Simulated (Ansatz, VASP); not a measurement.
**AlIn2N3 in VASP and in Ansatz**

```xyz
12
Lattice="4.9910 -2.8725 0.0000 4.9910 2.8725 0.0000 0.0000 0.0000 5.3352" Properties=species:S:1:pos:R:3 pbc="T T T"
Al    4.9910    0.9192    5.2773
Al    4.9910   -0.9192    2.6097
In    6.6031   -1.8649    5.2659
In    3.3788   -1.8649    5.2659
In    3.3788    1.8649    2.5983
In    6.6031    1.8649    2.5983
N     6.5001   -1.8364    2.0608
N     3.4819   -1.8364    2.0608
N     3.4819    1.8364    4.7284
N     6.5001    1.8364    4.7284
N     4.9910    0.7465    1.7943
N     4.9910   -0.7465    4.4619
```

Change from the starting cell: equal strain along all axes, cell held, atoms relaxed: -3.0 %.

Alike in both runs: functional PBE; k mesh 6 × 6 × 6; occupations gaussian, width 0.02 eV; no spin polarisation.

Ansatz relaxed the structure, and its values are those at the end. VASP's run is a single point on that final structure, the one shown.

|  | VASP | Ansatz |
| --- | --- | --- |
| version | VASP 6.6.1 | Ansatz 0.2.0 |
| potentials or method | VASP PAW PBE potentials, release 64 (Al, In_d, N), cutoff 520 eV | scalar-relativistic, plane waves, PAW |
| valence electrons in the cell | 88 | 88 |

Ansatz gave:

```
gap on the k mesh at the Fermi level (eV) : 1.26
least direct gap on the mesh (eV)         : 1.26
pressure (GPa)                            : 16.1
rms of the force components (eV/Å)        : 0.001
```

Task: Estimate VASP's values.

Result: gap on the k mesh at the Fermi level (eV): 1.26; least direct gap on the mesh (eV): 1.26; pressure (GPa): 16.2; rms of the force components (eV/Å): 0.015.

Ansatz's warnings: stress scf threshold loose.
